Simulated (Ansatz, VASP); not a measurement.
# HfO2 in VASP and in Ansatz

```
Hf O
1.0
    -0.13824    2.54786    2.54786
     2.54786   -0.13824    2.54786
     2.54786    2.54786   -0.13824
Hf O
1 2
Direct
  0.00000 0.00000 0.00000
  0.25000 0.25000 0.25000
  0.75000 0.75000 0.75000
```

Alike in both runs: task single point; functional PBE; k mesh 8 × 8 × 8; occupations gaussian, width 0.05 eV; no spin polarisation.

|  | VASP | Ansatz |
| --- | --- | --- |
| version | VASP 6.6.1 | Ansatz 0.2.0 |
| potentials or method | VASP PAW PBE potentials, release 64 (Hf_pv, O), cutoff 520 eV | scalar-relativistic, plane waves, PAW |
| valence electrons in the cell | 22 | 38 |

```tsv
	VASP	Ansatz	Ansatz less VASP
gap on the k mesh at the Fermi level (eV)	3.61	3.62	+0.006
least direct gap on the mesh (eV)	3.61	3.62	+0.006
pressure (GPa)	-17.3	-14.4	+2.94
traceless stress, the component that is largest in VASP (GPa)	3.62	3.88	+0.263
rms of the force components (eV/Å)	0.200	0.227	+0.0266
```

Atom by atom the forces differ by 0.027 eV/Å (rms over components). With one functional, cell and mesh, what is left measures potentials, basis and numerics. VASP's potentials hold 22 valence electrons a cell and Ansatz's 38, so a difference there can come from the potentials and not from the codes.

Neither program's run includes spin-orbit coupling.
